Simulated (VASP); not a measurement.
Ta6HN6F, 14 atoms in the cell. The cell holds a slab with vacuum, 14 atoms: a = 5.208 Å, b = 5.208 Å, c = 16.372 Å, α = 90.00°, β = 90.00°, γ = 120.00°. 

```yaml
Program: VASP 6.6.1
Task: single point
Functional: PBE
Dispersion: D3(BJ)
Potentials_or_basis: VASP PAW PBE potentials, release 64 (Ta_pv, N, F, H)
Cutoff: 520 eV
k_mesh: 2 × 2 × 1
Occupations: gaussian, width 0.05 eV
Spin: no spin polarisation
Dipole_correction: no
Further_INCAR_settings: ALGO = Normal; EDIFF = 1e-07; NBANDS = 65
```

Potentials or basis: VASP PAW PBE potentials, release 64 (Ta_pv, N, F, H).

Run with:

```console
$ cat potpaw_PBE.64/Ta_pv/POTCAR potpaw_PBE.64/N/POTCAR potpaw_PBE.64/F/POTCAR potpaw_PBE.64/H/POTCAR > POTCAR
$ mpirun -np 1 vasp_std > vasp.out
```

Hardware: 1 thread of Oxide Virtual Turin-like Processor (shared host).

Problem. Estimate the wall time of this run.

Solution. Wall time 6.3 min on 1 thread of Oxide Virtual Turin-like Processor (shared host), peak memory 0.5 GiB. Counts: scf iterations 28, k points 4.
